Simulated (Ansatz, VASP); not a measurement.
# One calculation of CuO2, two programs

The input INCAR:

```
SYSTEM = CuO2
ALGO = Normal ; EDIFF = 1E-6
ENCUT = 820 ; GGA = PE
GGA_COMPAT = .False. ; ISIF = 2
ISMEAR = 0 ; LASPH = .True.
LCHARG = .True. ; LDAU = .True.
LDAUJ = 0 0 ; LDAUL = 2 -1
LDAUPRINT = 1 ; LDAUTYPE = 2
LDAUU = 4 0 ; LELF = .True.
LMAXMIX = 4 ; LREAL = .False.
LVHAR = .True. ; LWAVE = .False.
NBANDS = 22 ; NELM = 200
PREC = Accurate ; SIGMA = 0.1
```

Contents of KPOINTS:

```
k-points
0
Gamma
  14 14 14
  0 0 0
```

File POSCAR:

```
CuO2
1.0
    0.0000000000      2.4111141680      2.4111141680
    2.4111141680      0.0000000000      2.4111141680
    2.4111141680      2.4111141680      0.0000000000
Cu O
1 2
Direct
    0.0000000000      0.0000000000      0.0000000000
    0.2500000000      0.2500000000      0.2500000000
    0.7500000000      0.7500000000      0.7500000000
```

Input for Ansatz:

```yaml
crystal:
  lattice:
    - [0.0, 2.411114168, 2.411114168]
    - [2.411114168, 0.0, 2.411114168]
    - [2.411114168, 2.411114168, 0.0]
  atoms:
    - { symbol: Cu, position: [0.0, 0.0, 0.0] }
    - { symbol: O, position: [0.25, 0.25, 0.25] }
    - { symbol: O, position: [0.75, 0.75, 0.75] }
basis:
  ecutwfc: 420
kpoints:
  mp_grid: { grid: [14, 14, 14] }
hamiltonian:
  xc: pbe
  hubbard: { sites: [{ species: Cu, l: d, u_eff: 4.0 }] }
scf:
  occupations: { method: gaussian, width: 0.1 }
output:
  forces: true
  stress: true
  eigenvalues: true
  write_density: true
  write_potential: true
  elf: true
  volumetric_format: npy
```

Alike in both runs: task single point; functional PBE; k mesh 14 × 14 × 14; occupations gaussian, width 0.1 eV; no spin polarisation; Hubbard terms Cu d U = 4.0 eV.

|  | VASP | Ansatz |
| --- | --- | --- |
| version | VASP 6.6.1 | Ansatz 0.2.0 |
| potentials or method | VASP PAW PBE potentials, release 64 (Cu_sv_GW, O), cutoff 820 eV | scalar-relativistic, plane waves, PAW |
| valence electrons in the cell | 31 | 31 |

```tsv
	VASP	Ansatz	Ansatz less VASP
gap on the k mesh at the Fermi level (eV)	none	none	-
pressure (GPa)	1.7	4.5	+2.84
```

The programs project onto different local orbitals, so the same U acts differently, and such runs can settle in different states. A gap of «none» marks a metal or a gap that the smearing closes. Ansatz's warnings: filled band counts differ across k points.
